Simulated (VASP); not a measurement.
**Au12I: single point with PBE**

The system is Au12I, a slab with vacuum.

```
CELL_PARAMETERS angstrom
5.76999 0.00000 0.00000
2.88500 4.99696 0.00000
0.00000 0.00000 16.71118
ATOMIC_POSITIONS crystal
Au 0.16667 0.16666 0.05984
Au 0.66667 0.16666 0.05984
Au 0.16667 0.66667 0.05984
Au 0.66667 0.66667 0.05984
Au 0.75441 0.39284 0.22236
Au 0.24466 0.38469 0.21542
Au 0.71915 0.90031 0.21410
Au 0.22020 0.86473 0.25430
Au 0.89097 0.10602 0.39243
Au 0.40967 0.07046 0.38308
Au 0.93596 0.56853 0.36547
Au 0.38982 0.63925 0.41985
I 0.54350 0.22874 0.52358
```

```
Program             : VASP 6.6.1
Task                : single point
Functional          : PBE
Potentials or basis : VASP PAW PBE potentials, release 64 (Au, I)
Cutoff              : 520 eV
k mesh              : 3 × 3 × 1
Occupations         : fermi-dirac, width 0.05 eV
Spin                : no spin polarisation
```

```json
{
 "Largest force": "0.847 eV/Å",
 "Band gap on the k mesh": "zero (an odd number of electrons rules out a gap without spin polarisation)"
}
```

Forces in eV/Å, atoms in the order of the input:
```
Au  -0.083 -0.148 -0.068
Au   0.095  0.071  0.031
Au   0.120  0.146 -0.024
Au  -0.140 -0.002 -0.076
Au  -0.496 -0.152  0.093
Au   0.052 -0.012  0.075
Au   0.111 -0.107  0.328
Au   0.393  0.174  0.342
Au   0.166 -0.116 -0.348
Au   0.169  0.321 -0.758
Au  -0.106  0.418 -0.204
Au  -0.347 -0.589 -0.236
I    0.065 -0.001  0.844
```

Levels at points of the mesh, in eV from the Fermi level:
```csv
k point,band 65,band 66,band 67,band 68,band 69,band 70,band 71,band 72,band 73,band 74
"(0.00, 0.00, 0.00)",-1.60,-1.59,-1.32,0.06,0.36,0.55,0.78,1.05,1.18,1.40
```

Wall time 5.6 min on 1 thread of Intel(R) Xeon(R) 6975P-C (Granite Rapids), on a shared host, peak memory 0.66 GiB.

Caveat: the k points lie up to 0.42 Å⁻¹ apart, too coarse for converged energies and pressures of a metal; there is no dipole correction, which matters where the two faces differ; spin-orbit coupling is left out, which moves the levels of the heavy elements; an odd number of electrons without spin polarisation forces a metal; a magnetic or distorted state may lie lower.
